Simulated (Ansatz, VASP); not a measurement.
Al in VASP and in Ansatz

```
CELL_PARAMETERS angstrom
0.00000 1.99669 1.99669
1.99669 0.00000 1.99669
1.99669 1.99669 0.00000
ATOMIC_POSITIONS crystal
Al 0.00000 0.00000 0.00000
```

Alike in both runs: task single point; functional r2SCAN; k mesh 2 × 2 × 2; occupations fermi-dirac, width 0.1 eV; no spin polarisation.

|  | VASP | Ansatz |
| --- | --- | --- |
| version | VASP 6.6.1 | Ansatz 0.2.0 |
| potentials or method | VASP PAW PBE potentials, release 64 (Al), cutoff 520 eV | plane waves (500 eV) with PAW, scalar-relativistic |
| valence electrons in the cell | 3 | 3 |

```csv
,VASP,Ansatz,Ansatz less VASP
pressure (GPa),-3.4,-3.0,+0.34
```

VASP's potentials were made for PBE, not for r2SCAN.

The k mesh is coarse, so the values compare programs but aren't converged.
